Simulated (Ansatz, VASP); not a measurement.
**KCl in VASP and in Ansatz**

```
CELL_PARAMETERS angstrom
5.39187 0.00000 0.00000
-2.69593 4.66950 0.00000
0.00000 0.00000 6.32132
ATOMIC_POSITIONS crystal
K 0.33333 0.66667 0.93750
K 0.66667 0.33333 0.43750
Cl 0.33333 0.66667 0.43750
Cl 0.66667 0.33333 0.93750
```

Alike in both runs: task single point; functional PBE; k mesh 6 × 6 × 4; no spin polarisation.

```csv
,VASP,Ansatz
version,VASP 6.6.1,Ansatz 0.2.0
potentials or method,"VASP PAW PBE potentials, release 64 (K_sv, Cl)","plane waves, PAW"
plane-wave cutoff (eV),520,420
occupations,"gaussian, width 0.01 eV",fixed
valence electrons in the cell,32,32
```

|  | VASP | Ansatz | Ansatz less VASP |
| --- | --- | --- | --- |
| gap on the k mesh at the Fermi level (eV) | 4.71 | 4.71 | +0.002 |
| pressure (GPa) | 0.0 | 0.0 | -0.01 |

Ansatz's warnings: structure snapped to symmetry.
